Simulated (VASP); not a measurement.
A run of VASP 6.6.1 is set up as follows.

Contents of INCAR:

```
ALGO = Normal
EDIFF = 1E-7
EDIFFG = -0.1
ENCUT = 600
GGA = CA
IBRION = 2
ISIF = 3
ISMEAR = 0
LASPH = True
LCHARG = False
LREAL = False
LWAVE = False
NELM = 80
NSW = 60
PREC = Accurate
PSTRESS = 20.0
SIGMA = 0.01
```

File KPOINTS:

```
k-points
0
Gamma
  3 3 3
```

POSCAR

```
BaZrO3
1.0
    4.1913400000      0.0000000000      0.0000000000
    0.0000000000      4.1913400000      0.0000000000
    0.0000000000      0.0000000000      4.1913400000
Ba Zr O
1 1 3
Direct
    0.0000000000      0.0000000000      0.0000000000
    0.5000000000      0.5000000000      0.5000000000
    0.0000000000      0.5000000000      0.5000000000
    0.5000000000      0.0000000000      0.5000000000
    0.5000000000      0.5000000000      0.0000000000
```

Potentials or basis: VASP PAW LDA potentials, release 64 (Ba_sv, Zr_sv, O).

Launch:

```console
$ cat potpaw_LDA.64/Ba_sv/POTCAR potpaw_LDA.64/Zr_sv/POTCAR potpaw_LDA.64/O/POTCAR > POTCAR
$ mpirun -np 1 vasp_std > vasp.out
```

Predict the space group after relaxing (to 0.05 Å).

Pm-3m (No. 221).

What does it give for the band gap on the k mesh?

3.28 eV, direct.

Final structure:
```cif
data_structure
_symmetry_space_group_name_H-M 'P 1'
_symmetry_Int_Tables_number 1
_cell_length_a 4.1444
_cell_length_b 4.1444
_cell_length_c 4.1444
_cell_angle_alpha 90.000
_cell_angle_beta 90.000
_cell_angle_gamma 90.000
_cell_volume 71.18
loop_
_atom_site_label
_atom_site_type_symbol
_atom_site_fract_x
_atom_site_fract_y
_atom_site_fract_z
_atom_site_occupancy
Ba1 Ba 0.00000 0.00000 0.00000 1
Zr1 Zr 0.50000 0.50000 0.50000 1
O1 O 0.00000 0.50000 0.50000 1
O2 O 0.50000 0.00000 0.50000 1
O3 O 0.50000 0.50000 0.00000 1
```

Caveat: the k points lie up to 0.51 Å⁻¹ apart in the final cell; the cell is relaxed towards a set pressure, so the enthalpy falls and the energy may rise; spin-orbit coupling is left out, which moves the levels of the heavy elements. LDA usually gives volumes a few per cent too small.
